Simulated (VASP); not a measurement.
## NbH2: single point with r2SCAN

NbH2:

```xyz
3
Lattice="0.0000 2.2270 2.2270 2.2270 0.0000 2.2270 2.2270 2.2270 0.0000" Properties=species:S:1:pos:R:3 pbc="T T T"
Nb    0.0000    0.0000    0.0000
H     1.1135    1.1135    1.1135
H     3.3405    3.3405    3.3405
```

* Program: VASP 6.6.1
* Task: single point
* Functional: r2SCAN
* Potentials or basis: VASP PAW PBE potentials, release 64 (Nb_sv, H)
* Cutoff: 520 eV
* k mesh: 16 × 16 × 16
* Occupations: gaussian, width 0.1 eV
* Spin: no spin polarisation
* Dipole correction: no
* Further INCAR settings: ALGO = Normal; EDIFF = 1e-06; NBANDS = 14

The pressure is 12.7 GPa and the band gap on the k mesh is zero (an odd number of electrons rules out a gap without spin polarisation).

Levels at points of the mesh, in eV from the Fermi level:
| k point | band 5 | band 6 | band 7 | band 8 | band 9 | band 10 | band 11 | band 12 |
| --- | --- | --- | --- | --- | --- | --- | --- | --- |
| (0.00, 0.00, 0.00) | -11.78 | -1.69 | -1.55 | -1.55 | -1.55 | 1.44 | 1.44 | 13.21 |
| (0.50, 0.00, 0.00) | -9.42 | -5.47 | -1.39 | -1.39 | 3.01 | 3.01 | 5.23 | 7.13 |
| (0.50, 0.50, 0.00) | -8.58 | -5.54 | -4.95 | 3.19 | 3.28 | 3.28 | 7.87 | 7.87 |

It took 2.1 min on 1 thread of AMD EPYC 7R13 Processor (Zen 3) (shared host), peak memory 0.15 GiB.

Caveat: the cell stands under pressure; the PAW data sets were made with another functional, which shifts forces and pressure a little.
